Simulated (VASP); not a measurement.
Wanted: the native input for a VASP 6.6.1 run.

```
Task                   : single point
Functional             : PBE
Potentials or basis    : VASP PAW PBE potentials, release 64 (Zn, Sn_d, O)
Cutoff                 : 600 eV
k mesh                 : 4 × 4 × 4
Occupations            : gaussian, width 0.2 eV
Spin                   : no spin polarisation
Dipole correction      : no
Further INCAR settings : ALGO = Normal; EDIFF = 1e-06; NBANDS = 67
```

The structure of Zn3SnO lies in POSCAR:

```
Zn3SnO
1.0
   -4.7639943738      0.0040030923     -0.0166989409
    0.3189253081     -0.0042535534     -5.4806416828
    0.0006516151     -6.7401372141     -0.0017141804
Zn Sn O
6 2 2
Direct
    0.6873092574      0.4850336667      0.7500910775
    0.6872886030      0.4850523488      0.2500903057
    0.3808052722      0.0513911273      0.0000440935
    0.3807968032      0.0514010529      0.5000307035
    0.1212552759      0.6209851035     -0.0000537204
    0.1212543211      0.6209805941      0.4999649707
    0.8745136222      0.9838504998      0.7499196581
    0.8745368363      0.9838509173      0.2499241488
    0.4461174184      0.4187251661     -0.0000060846
    0.4461205105      0.4187335432      0.4999948473
```

These files were run (other wordings do the same):

INCAR

```
SYSTEM = Zn3SnO
PREC     = Accurate       ! precision mode
ENCUT    = 600            ! plane-wave cutoff, eV
EDIFF    = 1E-6           ! SCF threshold, eV
ISMEAR   = 0              ! smearing method
SIGMA    = 0.2            ! smearing width, eV
LREAL    = .False.        ! projectors in reciprocal space
LASPH    = .True.         ! aspherical terms in the spheres
NELM     = 120            ! most SCF steps
ALGO     = Normal         ! electronic algorithm
ISIF     = 2              ! what is computed and relaxed
LWAVE    = .False.        ! write WAVECAR
LCHARG   = .False.        ! write CHGCAR
GGA      = PE             ! functional
NBANDS   = 67             ! bands
GGA_COMPAT= .False.
```

KPOINTS

```
Automatic mesh
0
Gamma
  4 4 4
  0 0 0
```

Potentials or basis: VASP PAW PBE potentials, release 64 (Zn, Sn_d, O).

Launch:

```console
$ cat potpaw_PBE.64/Zn/POTCAR potpaw_PBE.64/Sn_d/POTCAR potpaw_PBE.64/O/POTCAR > POTCAR
$ mpirun -np 1 vasp_std > vasp.out
```

It gave:

The pressure is 0.3 GPa, the largest force is 0.067 eV/Å and the band gap on the k mesh is zero (bands 56 and 57 overlap by 1.39 eV).

Caveat: spin-orbit coupling is left out, which moves the levels of the heavy elements.

Run time: 5.4 min on 1 thread of Intel(R) Xeon(R) 6975P-C (Granite Rapids), on a shared host, peak memory 0.56 GiB.
